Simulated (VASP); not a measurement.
ZnO:

```xyz
12
Lattice="-2.8654 2.8654 2.8654 2.8654 -2.8654 2.8654 2.8654 2.8654 -2.8654" Properties=species:S:1:pos:R:3 pbc="T T T"
Zn    4.2981    0.7164    0.0000
Zn    0.0000    1.4327    2.1491
Zn    0.7164    0.0000    4.2981
Zn    0.0000    4.2981    0.7164
Zn    1.4327    2.1491    0.0000
Zn    2.1491    0.0000    1.4327
O     0.7164    2.8654    1.4327
O     2.8654   -1.4327    2.1491
O     2.1491    2.8654   -1.4327
O     2.8654    1.4327    0.7164
O    -1.4327    2.1491    2.8654
O     1.4327    0.7164    2.8654
```

The cell was built from a structure type or drawn by symmetry, and may not be a known phase.

```yaml
Program: VASP 6.6.1
Task: relaxation of cell and atoms
Functional: PBE
Potentials_or_basis: VASP PAW PBE potentials, release 64 (Zn, O)
Cutoff: 600 eV
k_mesh: 4 × 4 × 4
Occupations: gaussian, width 0.1 eV
Spin: no spin polarisation
```

At the start: pressure 141.2 GPa; volume 7.84 Å³/atom.

Q: How do energy, volume and symmetry change on relaxing?

A: Over 5 steps the energy falls by 1219.3 meV/atom and the volume is 11.82 Å³/atom (+50.7 %); space group I-43d (No. 220, to 0.1 Å) before and after.

The path:
| step | energy change (eV) | largest force (eV/Å) | pressure (GPa) | volume (Å³) |
| --- | --- | --- | --- | --- |
| 1 | 0.0000 | 0.0000 | 141.20 | 94.11 |
| 2 | -3.7415 | 0.0000 | -32.33 | 223.11 |
| 3 | -14.5858 | 0.0000 | -3.73 | 145.69 |
| 4 | -14.6239 | 0.0000 | -1.54 | 143.38 |
| 5 | -14.6311 | 0.0000 | 0.05 | 141.82 |

Final structure:
```xyz
12
Lattice="-3.2852 3.2852 3.2852 3.2852 -3.2852 3.2852 3.2852 3.2852 -3.2852" Properties=species:S:1:pos:R:3 pbc="T T T"
Zn    4.9278    0.8213    0.0000
Zn    0.0000    1.6426    2.4639
Zn    0.8213    0.0000    4.9278
Zn    0.0000    4.9278    0.8213
Zn    1.6426    2.4639    0.0000
Zn    2.4639    0.0000    1.6426
O     0.8213    3.2852    1.6426
O     3.2852   -1.6426    2.4639
O     2.4639    3.2852   -1.6426
O     3.2852    1.6426    0.8213
O    -1.6426    2.4639    3.2852
O     1.6426    0.8213    3.2852
```

Caveat: the volume moved by over 15 % at a fixed basis, so the end points are rough.
